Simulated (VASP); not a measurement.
Input of a VASP 6.6.1 run:

The input INCAR:

```
PREC = Accurate
ENCUT = 520
EDIFF = 1E-6
ISMEAR = 0
SIGMA = 0.05
LREAL = F
LASPH = T
NELM = 80
ALGO = Normal
ISIF = 2
LWAVE = F
LCHARG = F
GGA = CA
NBANDS = 40
NELECT = 56.0
```

File KPOINTS:

```
regular mesh
0
Gamma
  6 6 6
```

The input POSCAR:

```
Mg4HO8
1.0
   -3.1159510607     -1.7989951837      3.4255732540
    3.1159510607     -1.7989951837      3.4255732540
    0.0000000000      3.5979903674      3.4255732540
Mg O H
4 8 1
Direct
    0.0000000000      0.0000000000      0.0000000000
    0.5000000000      0.5000000000      0.0000000000
    0.5000000000      0.0000000000      0.5000000000
    0.0000000000      0.5000000000      0.5000000000
    0.4294242759      0.4294242759      0.4294242759
    0.9294242759      0.9294242759      0.4294242759
    0.9294242759      0.4294242759      0.9294242759
    0.4294242759      0.9294242759      0.9294242759
    0.5705757241      0.5705757241      0.5705757241
    0.0705757241      0.0705757241      0.5705757241
    0.0705757241      0.5705757241      0.0705757241
    0.5705757241      0.0705757241      0.0705757241
    1.0000207325      1.2083540658      0.2916873991
```

Potentials or basis: VASP PAW LDA potentials, release 64 (Mg, O, H).

Command:

```console
$ cat potpaw_LDA.64/Mg/POTCAR potpaw_LDA.64/O/POTCAR potpaw_LDA.64/H/POTCAR > POTCAR
$ mpirun -np 1 vasp_std > vasp.out
```

Task: Estimate the largest force.

Result: 2.098 eV/Å.

Forces in eV/Å, atoms in the order of the input:
```
Mg  -0.474 -0.463 -1.303
Mg   0.055 -0.096  0.000
Mg  -0.087  0.151  0.000
Mg   0.640  0.179  1.305
O   -0.055 -0.011 -0.329
O    0.858 -1.302 -1.401
O   -0.378  0.682 -0.687
O    0.044  0.040 -0.293
O   -0.057 -0.018  0.293
O    0.700 -1.397  1.400
O   -0.402  0.669  0.687
O    0.037  0.043  0.329
H   -0.880  1.523  0.001
```

Caveat: the cell carries a net charge on a neutralising background, which shifts energy and pressure.
